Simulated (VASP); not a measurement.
Runs of VASP 6.6.1 on Ag. The structure is that of space group Pm-3m (No. 221), or close to it. The cells are those of the table. 

```tsv
task	cell	k mesh	cutoff (eV)	gap on the mesh (eV)	pressure (GPa)
relaxation of cell and atoms	relaxed from a = 2.641 Å, 1 atom	12 × 12 × 12	600	none	0.0
single point	a = 2.789 Å, 1 atom	13 × 13 × 13	520	none	-7.3
single point	a = 2.721 Å, 1 atom	13 × 13 × 13	520	none	-3.3
single point	a = 2.686 Å, 1 atom	19 × 19 × 19	520	none	(a)
single point	a = 2.755 Å, 1 atom	13 × 13 × 13	520	none	-5.6
```

Alike in all rows: level PBEsol; potentials or basis VASP PAW PBE potentials, release 64 (Ag); no spin polarisation; smearing fermi-dirac 0.1 eV.

Problem. Fill in the values left out.

Solution. (a) -0.2.

Caveats: the PAW data sets were made with another functional, which shifts forces and pressure a little.

A k mesh can miss the band edges, and the runs leave out spin-orbit coupling on Ag.

A gap of «none» marks levels without a gap at the run's occupations.
